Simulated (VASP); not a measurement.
# Rh (Fm-3m) in VASP: settings compared

The runs below take Rh through single point, with PBE, PBE+D3(BJ).

All numbers are computed with VASP 6.6.1; they aren't measurements. Logs are shortened: lines on timing, memory, paths and dates and some standing lists are left out, and cuts for length are marked.

## 1. The cell of the first run

Symmetry: Fm-3m, No. 225, cubic system. Conventional cell: a = 3.765 Å, b = 3.765 Å, c = 3.765 Å, α = 90.00°, β = 90.00°, γ = 90.00°. Within 3.5 Å of Rh (site symmetry m-3m) lie 12 Rh at 2.66 Å.

## 2. Single point, PBE (volume scaled by 0.95)

File INCAR:

```
PREC     = Accurate       # precision mode
ENCUT    = 520            # plane-wave cutoff, eV
EDIFF    = 1E-7           # SCF threshold, eV
ISMEAR   = -1             # smearing method
SIGMA    = 0.05           # smearing width, eV
LREAL    = False          # projectors in reciprocal space
LASPH    = True           # aspherical terms in the spheres
NELM     = 80             # most SCF steps
ALGO     = Normal         # electronic algorithm
ISIF     = 2              # what is computed and relaxed
LWAVE    = False          # write WAVECAR
LCHARG   = True           # write CHGCAR
GGA      = PE             # functional
LELF     = True           # ELF
LVHAR    = True         
NBANDS   = 14             # bands
```

File KPOINTS:

```
regular mesh
0
Gamma
  17 17 17
```

File POSCAR:

```
Rh
1.0
    0.0000000000      1.8825281344      1.8825281344
    1.8825281344      0.0000000000      1.8825281344
    1.8825281344      1.8825281344      0.0000000000
Rh
1
Direct
    0.0000000000      0.0000000000      0.0000000000
```

Potentials or basis: VASP PAW PBE potentials, release 64 (Rh_pv).

Command:

```bash
> cat potpaw_PBE.64/Rh_pv/POTCAR > POTCAR
> mpirun -np 1 vasp_std > vasp.out
```

OUTCAR:

```text
PREC = Accurate
   ENCUT = 520
   EDIFF = 1E-7
   ISMEAR = -1
   LREAL = False
   LASPH = True
   NELM = 80
   ISIF = 2
   GGA = PE

 ion  position               nearest neighbor table
   1  0.000  0.000  0.000-

  LATTYP: Found a face centered cubic cell.
 ALAT       =     3.7650562688

  Lattice vectors:

 A1 = (   0.0000000000,   1.8825281344,   1.8825281344)
 A2 = (   1.8825281344,   0.0000000000,   1.8825281344)
 A3 = (   1.8825281344,   1.8825281344,   0.0000000000)

Analysis of symmetry for initial positions (statically):
=====================================================================
 Subroutine PRICEL returns:
 Original cell was already a primitive cell.

 Routine SETGRP: Setting up the symmetry group for a
 face centered cubic supercell.

 Subroutine GETGRP returns: Found 48 space group operations
[... 9 lines left out ...]

 Routine SETGRP: Setting up the symmetry group for a
 face centered cubic supercell.

 Subroutine GETGRP returns: Found 48 space group operations
[... 11 lines left out ...]
                                     Primitive cell

  volume of cell :      13.3430

  direct lattice vectors                    reciprocal lattice vectors
     0.000000000  1.882528134  1.882528134    -0.265600280  0.265600280  0.265600280
     1.882528134  0.000000000  1.882528134     0.265600280 -0.265600280  0.265600280
     1.882528134  1.882528134  0.000000000     0.265600280  0.265600280 -0.265600280

  length of vectors
     2.662296819  2.662296819  2.662296819     0.460033180  0.460033180  0.460033180

  position of ions in fractional coordinates (direct lattice)
     0.000000000  0.000000000  0.000000000

  ion indices of the primitive-cell ions
   primitive index   ion index
                 1           1

----------------------------------------------------------------------------------------

 KPOINTS: regular mesh

Automatic generation of k-mesh.
 Grid dimensions read from file:
 generate k-points for:   17   17   17

 Generating k-lattice:

  Cartesian coordinates                     Fractional coordinates (reciprocal lattice)
    -0.015623546  0.015623546  0.015623546     0.058823529  0.000000000  0.000000000
     0.015623546 -0.015623546  0.015623546     0.000000000  0.058823529  0.000000000
     0.015623546  0.015623546 -0.015623546     0.000000000  0.000000000  0.058823529

  Length of vectors
     0.027060775  0.027060775  0.027060775

  Shift w.r.t. Gamma in fractional coordinates (k-lattice)
     0.000000000  0.000000000  0.000000000

 Subroutine IBZKPT returns following result:
 ===========================================

 Found    165 irreducible k-points:

 Following reciprocal coordinates:
            Coordinates               Weight
  0.000000  0.000000  0.000000      1.000000
  0.058824  0.000000  0.000000      8.000000
  0.117647  0.000000  0.000000      8.000000
  0.176471  0.000000  0.000000      8.000000
  0.235294  0.000000  0.000000      8.000000
  0.294118  0.000000  0.000000      8.000000
[... 16 lines left out ...]
 -0.176471  0.058824  0.000000     24.000000
 -0.117647  0.058824  0.000000     24.000000
 [... further k-points ...]
   k-points           NKPTS =    165   k-points in BZ     NKDIM =    165   number of bands    NBANDS=     14
   number of dos      NEDOS =    301   number of ions     NIONS =      1
   total plane-waves  NPLWV =   8000
   dimension x,y,z NGX =    20 NGY =   20 NGZ =   20
   dimension x,y,z NGXF=    40 NGYF=   40 NGZF=   40
   ions per type =               1
   NGX,Y,Z   is equivalent  to a cutoff of  12.49, 12.49, 12.49 a.u.
   NGXF,Y,Z  is equivalent  to a cutoff of  24.98, 24.98, 24.98 a.u.
 SYSTEM =  unknown system
   PREC   = accura    normal or accurate (medium, high low for compatibility)
   ISTART =      0    job   : 0-new  1-cont  2-samecut
   ICHARG =      2    charge: 1-file 2-atom 10-const
   ISPIN  =      1    spin polarized calculation?
   LNONCOLLINEAR =      F non collinear calculations
   LSORBIT =      F    spin-orbit coupling
   LASPH  =      T    aspherical Exc in radial PAW
   ENCUT  =  520.0 eV  38.22 Ry    6.18 a.u.   4.95  4.95  4.95*2*pi/ulx,y,z
   NELM   =     80;   NELMIN=  2; NELMDL= -5     # of ELM steps
   EDIFF  = 0.1E-06   stopping-criterion for ELM
   LREAL  =      F    real-space projection
   EDIFFG = 0.1E-05   stopping-criterion for IOM
   NSW    =      0    number of steps for IOM
   IBRION =     -1    ionic relax: 0-MD 1-quasi-New 2-CG
   NFREE  =      0    steps in history (QN), initial steepest desc. (CG)
   ISIF   =      2    stress and relaxation
   ISYM   =      2    0-nonsym 1-usesym 2-fastsym
   POTIM  = 0.5000    time-step for ionic-motion
   TEBEG  =    0.0;   TEEND  =   0.0 temperature during run
   PSTRESS=    0.0 pullay stress
   NELECT =      15.0000    total number of electrons
   NUPDOWN=      -1.0000    fix difference up-down
   EMIN   =  10.00;   EMAX   =-10.00  energy-range for DOS
   EFERMI =   0.00;   METHOD = LEGACY
   ISMEAR =    -1;   SIGMA  =   0.05  broadening in eV -4-tet -1-fermi 0-gaus
   EFERMI_NEDOS =   21; number of points for ismear=-14 and -15
   IALGO  =     38    algorithm
   IMIX   =      4    mixing-type and parameters
     AMIX     =   0.40;   BMIX     =  1.00
     AMIX_MAG =   1.60;   BMIX_MAG =  1.00
  volume/ion in A,a.u.               =      13.34        90.04
  Fermi-wavevector in a.u.,A,eV,Ry     =   1.702239  3.216765 39.424464  2.897616
  Thomas-Fermi vector in A             =   2.782045
   LORBIT       =      0    0 simple, 1 ext, 2 COOP (PROOUT), +10 PAW based schemes
   GGA     = PE    functional components
   LHFCALC =     F    Hartree Fock is set to
   AEXX    =    0.0000 exact exchange contribution
   IVDW    =     0    specifies the selected vdW correction
   LEPSILON=     F    determine dielectric tensor
   LRPA    =     F    only Hartree local field effects (RPA)
 non-spin polarized calculation
  energy-cutoff  :      520.00
  volume of cell :       13.34
 maximum number of plane-waves:       369
   NGX =  9   NGY =  9   NGZ =  9

 number of electron      15.0000004 magnetization

 Free energy of the ion-electron system (eV)
  ---------------------------------------------------
  ext. energy  EPLUGINS =         0.00000000
  ---------------------------------------------------
  free energy    TOTEN  =        -7.23356428 eV

  energy without entropy =       -7.22532582  energy(sigma->0) =       -7.22944505

 E-fermi :  12.4656     XC(G=0): -14.2253

 val. band max:       12.4464895395   @ k =   0.4118   0.2353   0.0588
 cond. band min:      12.4794344879   @ k =   0.4118   0.2941   0.0588
 fundamental gap:      0.0329449484
 Fermi energy:        12.4655636596

 k-point     1 :       0.0000    0.0000    0.0000
  band No.  band energies     occupation
      1     -33.9655      2.00000
      2     -33.9655      2.00000
      3     -33.9655      2.00000
      4       4.2813      2.00000
      5       9.2408      2.00000
      6       9.2408      2.00000
      7       9.2408      2.00000
      8      11.4285      2.00000
      9      11.4285      2.00000
     10      28.4323      0.00000
     11      32.9139      0.00000
     12      34.0656      0.00000
     13      34.0656      0.00000
     14      34.0656      0.00000

 k-point     2 :       0.0588    0.0000    0.0000
  band No.  band energies     occupation
      1     -33.9939      2.00000
      2     -33.9693      2.00000
      3     -33.9693      2.00000
      4       4.4251      2.00000
      5       9.1755      2.00000
      6       9.2978      2.00000
      7       9.2978      2.00000
      8      11.3958      2.00000
      9      11.3958      2.00000
     10      28.6472      0.00000
     11      32.9121      0.00000
     12      33.2870      0.00000
     13      34.2804      0.00000
     14      34.2804      0.00000

 k-point     3 :       0.1176    0.0000    0.0000
  band No.  band energies     occupation
      1     -34.0751      2.00000
      2     -33.9802      2.00000
      3     -33.9802      2.00000
      4       4.8342      2.00000
      5       9.0168      2.00000
      6       9.4439      2.00000
      7       9.4439      2.00000
      8      11.3288      2.00000
      9      11.3288      2.00000
     10      29.2166      0.00000
     11      31.7071      0.00000
     12      32.9154      0.00000
     13      34.9023      0.00000
     14      34.9023      0.00000

 k-point     4 :       0.1765    0.0000    0.0000
  band No.  band energies     occupation
      1     -34.1968      2.00000
      2     -33.9966      2.00000
      3     -33.9966      2.00000
      4       5.4238      2.00000
      5       8.8844      2.00000
      6       9.5946      2.00000
      7       9.5946      2.00000
      8      11.3254      2.00000
      9      11.3254      2.00000
     10      29.8162      0.00000
     11      30.0549      0.00000
     12      32.9145      0.00000
     13      35.8615      0.00000
     14      35.8615      0.00000

 k-point     5 :       0.2353    0.0000    0.0000
  band No.  band energies     occupation
      1     -34.3417      2.00000
      2     -34.0164      2.00000
      3     -34.0164      2.00000
      4       5.9901      2.00000
      5       9.0133      2.00000
      6       9.6310      2.00000
      7       9.6310      2.00000
      8      11.5129      2.00000
      9      11.5129      2.00000
     10      28.2245      0.00000
     11      30.1887      0.00000
[... 276 lines left out ...]
 k-point    22 :      -0.2353    0.0588    0.0000
  band No.  band energies     occupation
      1     -34.3935      2.00000
      2     -34.0530      2.00000
      3     -34.0146      2.00000
      4       6.2452      2.00000
      5       8.9759      2.00000
      6       9.6273      2.00000
      7       9.6935      2.00000
      8      11.2840      2.00000
      9      12.0776      1.99915
     10      27.7242      0.00000
     11      30.2314      0.00000
     12      32.9143      0.00000
     13      35.7318      0.00000
     14      37.3386      0.00000

 k-point    23 :      -0.1765    0.0588    0.0000
  band No.  band energies     occupation
      1     -34.2503      2.00000
      2     -34.0301      2.00000
      3     -33.9951      2.00000
      4       5.7482      2.00000
      5       8.7551      2.00000
      6       9.6747      2.00000
      7       9.7005      2.00000
      8      11.0531      2.00000
      9      11.6916      2.00000
     10      29.4419      0.00000
     11      30.2174      0.00000
     12      32.9144      0.00000
     13      35.1066      0.00000
     14      37.0201      0.00000

 k-point    24 :      -0.1176    0.0588    0.0000
  band No.  band energies     occupation
      1     -34.1240      2.00000
      2     -34.0073      2.00000
      3     -33.9797      2.00000
      4       5.1365      2.00000
      5       8.8648      2.00000
      6       9.5455      2.00000
      7       9.5858      2.00000
      8      11.0944      2.00000
      9      11.5078      2.00000
     10      29.6075      0.00000
     11      31.1023      0.00000
     12      32.9150      0.00000
     13      34.4515      0.00000
     14      35.7929      0.00000

 [... further k-points ...]
[... 5 lines left out ...]
  --------------------------------------------------------------------------------------
  -------------------------------------------------------------------------------------
  Total        1.2580899      1.2580899      1.2580899     -0.0000000      0.0000000      0.0000000
  in kB      151.0663822    151.0663822    151.0663822     -0.0000000      0.0000000      0.0000000
  external PRESSURE =     151.0663822 kB  Pullay stress =       0.0000000 kB

 VOLUME and BASIS-vectors are now :
 -----------------------------------------------------------------------------
  energy-cutoff  :      520.00
  volume of cell :       13.34
      direct lattice vectors                 reciprocal lattice vectors
     0.000000000  1.882528134  1.882528134    -0.265600280  0.265600280  0.265600280
     1.882528134  0.000000000  1.882528134     0.265600280 -0.265600280  0.265600280
     1.882528134  1.882528134  0.000000000     0.265600280  0.265600280 -0.265600280

 POSITION                                       TOTAL-FORCE (eV/Angst)
 -----------------------------------------------------------------------------------
      0.00000      0.00000      0.00000        -0.000000     -0.000000     -0.000000
 -----------------------------------------------------------------------------------
    total drift:                               -0.000000     -0.000000     -0.000000

  FREE ENERGIE OF THE ION-ELECTRON SYSTEM (eV)
  ---------------------------------------------------
  free  energy   TOTEN  =        -7.2335642754 eV

  energy  without entropy=       -7.2253258203  energy(sigma->0) =       -7.22944505
```

Run time: 15 s. Hardware: 1 thread of AMD EPYC 9R45 (Zen 5), shared host; peak memory 0.11 GiB.

What came out:

```
Free energy : -7.2336 eV
Pressure    : 15.1 GPa
```

Levels at points of the mesh, in eV from the Fermi level:
| k point | band 5 | band 6 | band 7 | band 8 | band 9 | band 10 |
| --- | --- | --- | --- | --- | --- | --- |
| (0.00, 0.00, 0.00) | -3.22 | -3.22 | -3.22 | -1.04 | -1.04 | 15.97 |

Caveat: the cell differs from its parent crystal (volume scaled by 0.95).

## 3. Single point, PBE (volume scaled by 0.95)

File INCAR:

```
SYSTEM = Rh
PREC = Accurate
ENCUT = 520
EDIFF = 1E-7
ISMEAR = -1
SIGMA = 0.05
LREAL = .False.
LASPH = .True.
NELM = 80
ALGO = Normal
ISIF = 2
LWAVE = .False.
LCHARG = .False.
GGA = PE
NBANDS = 14
```

File KPOINTS:

```
regular mesh
0
Gamma
  17 17 17
  0 0 0
```

POSCAR is that of step 2.

Potentials or basis: VASP PAW PBE potentials, release 64 (Rh_pv).

Command:

```bash
> cat potpaw_PBE.64/Rh_pv/POTCAR > POTCAR
> mpirun -np 1 vasp_std > vasp.out
```

It took 14 s on 1 thread of AMD EPYC 9R45 (Zen 5), shared host; peak memory 0.11 GiB.

Results (log left out):

- Free energy: -7.2336 eV
- Pressure: 15.1 GPa

Levels at points of the mesh, in eV from the Fermi level:
```tsv
k point	band 4	band 5	band 6	band 7	band 8	band 9	band 10	band 11
(0.00, 0.00, 0.00)	-8.18	-3.22	-3.22	-3.22	-1.04	-1.04	15.97	20.45
```

Caveat: the cell differs from its parent crystal (volume scaled by 0.95).

## 4. Single point, PBE

This run uses another cell than the first one, of 14.05 Å³/atom, 1.053 times its volume.

File INCAR:

```
SYSTEM = Rh
PREC = Accurate ; ENCUT = 520
EDIFF = 1E-6 ; ISMEAR = -1
SIGMA = 0.05 ; LREAL = .FALSE.
LASPH = .TRUE. ; NELM = 80
ALGO = Normal ; ISIF = 2
LWAVE = .FALSE. ; LCHARG = .FALSE.
GGA = PE ; NBANDS = 14
```

File KPOINTS:

```
regular mesh
0
G
  17 17 17
  0 0 0
```

File POSCAR:

```
Rh
1.0
    0.0000000000      1.9149918957      1.9149918957
    1.9149918957      0.0000000000      1.9149918957
    1.9149918957      1.9149918957      0.0000000000
Rh
1
Direct
    0.0000000000      0.0000000000      0.0000000000
```

Potentials or basis: VASP PAW PBE potentials, release 64 (Rh_pv).

Command:

```bash
> cat potpaw_PBE.64/Rh_pv/POTCAR > POTCAR
> mpirun -np 1 vasp_std > vasp.out
```

OUTCAR:

```text
SYSTEM = Rh
   PREC = Accurate
   ENCUT = 520
   EDIFF = 1E-6
   ISMEAR = -1
   LREAL = .FALSE.
   LASPH = .TRUE.
   NELM = 80
   ISIF = 2
   GGA = PE

 ion  position               nearest neighbor table
   1  0.000  0.000  0.000-

  LATTYP: Found a face centered cubic cell.
 ALAT       =     3.8299837914

  Lattice vectors:

 A1 = (   0.0000000000,   1.9149918957,   1.9149918957)
 A2 = (   1.9149918957,   0.0000000000,   1.9149918957)
 A3 = (   1.9149918957,   1.9149918957,   0.0000000000)

Analysis of symmetry for initial positions (statically):
[... 578 lines left out ...]
      9      10.6334      2.00000
     10      28.5603      0.00000
     11      29.9197      0.00000
     12      32.1187      0.00000
     13      33.1245      0.00000
     14      34.4880      0.00000

 [... further k-points ...]
[... 5 lines left out ...]
  --------------------------------------------------------------------------------------
  -------------------------------------------------------------------------------------
  Total        0.0026794      0.0026794      0.0026794      0.0000000      0.0000000      0.0000000
  in kB        0.3056503      0.3056503      0.3056503      0.0000000      0.0000000      0.0000000
  external PRESSURE =       0.3056503 kB  Pullay stress =       0.0000000 kB

 VOLUME and BASIS-vectors are now :
 -----------------------------------------------------------------------------
  energy-cutoff  :      520.00
  volume of cell :       14.05
      direct lattice vectors                 reciprocal lattice vectors
     0.000000000  1.914991896  1.914991896    -0.261097711  0.261097711  0.261097711
     1.914991896  0.000000000  1.914991896     0.261097711 -0.261097711  0.261097711
     1.914991896  1.914991896  0.000000000     0.261097711  0.261097711 -0.261097711

 POSITION                                       TOTAL-FORCE (eV/Angst)
 -----------------------------------------------------------------------------------
      0.00000      0.00000      0.00000         0.000000      0.000000      0.000000
 -----------------------------------------------------------------------------------
    total drift:                               -0.000000     -0.000000     -0.000000

  FREE ENERGIE OF THE ION-ELECTRON SYSTEM (eV)
  ---------------------------------------------------
  free  energy   TOTEN  =        -7.2655029846 eV

  energy  without entropy=       -7.2562922730  energy(sigma->0) =       -7.26089763
```

OSZICAR:

```text
N       E                     dE             d eps       ncg     rms          rms(c)
DAV:   1     0.120283326973E+03    0.12028E+03   -0.87982E+03  4650   0.115E+03
DAV:   2    -0.619217702770E+01   -0.12648E+03   -0.12093E+03  5076   0.340E+02
DAV:   3    -0.776046735086E+01   -0.15683E+01   -0.15655E+01  5616   0.418E+01
DAV:   4    -0.776627729894E+01   -0.58099E-02   -0.58097E-02  5304   0.261E+00
DAV:   5    -0.776632898360E+01   -0.51685E-04   -0.51684E-04  5466   0.217E-01    0.961E+00
DAV:   6    -0.728290945589E+01    0.48342E+00   -0.82372E-01  4908   0.126E+01    0.329E+00
DAV:   7    -0.726879490416E+01    0.14115E-01   -0.16270E-02  5358   0.147E+00    0.160E+00
DAV:   8    -0.726561373704E+01    0.31812E-02   -0.31121E-03  4968   0.745E-01    0.169E-01
DAV:   9    -0.726550164033E+01    0.11210E-03   -0.88065E-05  4938   0.129E-01    0.110E-02
DAV:  10    -0.726550281029E+01   -0.11700E-05   -0.32288E-06  5274   0.220E-02    0.251E-03
DAV:  11    -0.726550298456E+01   -0.17426E-06   -0.25092E-07  2550   0.693E-03
   1 F= -.72655030E+01 E0= -.72608976E+01  d E =-.921071E-02
```

Wall time 13 s (1 thread of AMD EPYC 9R45 (Zen 5), shared host); peak memory 0.11 GiB.

Results:

```
Free energy : -7.2655 eV
Pressure    : 0.0 GPa
```

## 5. Single point, PBE+D3(BJ)

This run uses another cell than the first one, of 14.05 Å³/atom, 1.053 times its volume.

File INCAR:

```
ALGO     = Normal         # electronic algorithm
EDIFF    = 1E-7           # SCF threshold, eV
ENCUT    = 520            # plane-wave cutoff, eV
GGA      = PE             # functional
ISIF     = 2              # what is computed and relaxed
ISMEAR   = -1             # smearing method
IVDW     = 12             # dispersion correction
LASPH    = True           # aspherical terms in the spheres
LCHARG   = True           # write CHGCAR
LELF     = True           # ELF
LREAL    = False          # projectors in reciprocal space
LVHAR    = True         
LWAVE    = False          # write WAVECAR
NBANDS   = 14             # bands
NELM     = 100            # most SCF steps
PREC     = Accurate       # precision mode
SIGMA    = 0.05           # smearing width, eV
```

File KPOINTS:

```
k-points
0
Gamma
  17 17 17
```

POSCAR is that of step 4.

Command:

```bash
> cat potpaw_PBE.64/Rh_pv/POTCAR > POTCAR
> mpirun -np 1 vasp_std > vasp.out
```

Run time: 35 s. Hardware: 1 thread of AMD EPYC 7R43 (Zen 3), shared host; peak memory 0.12 GiB.

The run converged. Its results:

* Free energy: -7.8986 eV
* Pressure: -7.5 GPa
* Dispersion energy per atom: -0.633 eV

Levels at points of the mesh, in eV from the Fermi level:
| k point | band 3 | band 4 | band 5 | band 6 | band 7 | band 8 | band 9 | band 10 | band 11 | band 12 |
| --- | --- | --- | --- | --- | --- | --- | --- | --- | --- | --- |
| (0.00, 0.00, 0.00) | -46.34 | -7.80 | -2.98 | -2.98 | -2.98 | -0.96 | -0.96 | 16.01 | 20.60 | 21.35 |

Caveat: three body term missing; pairwise dispersion overbinds metals, which lowers pressure and volume.

(Continued in part 2 of 2.)
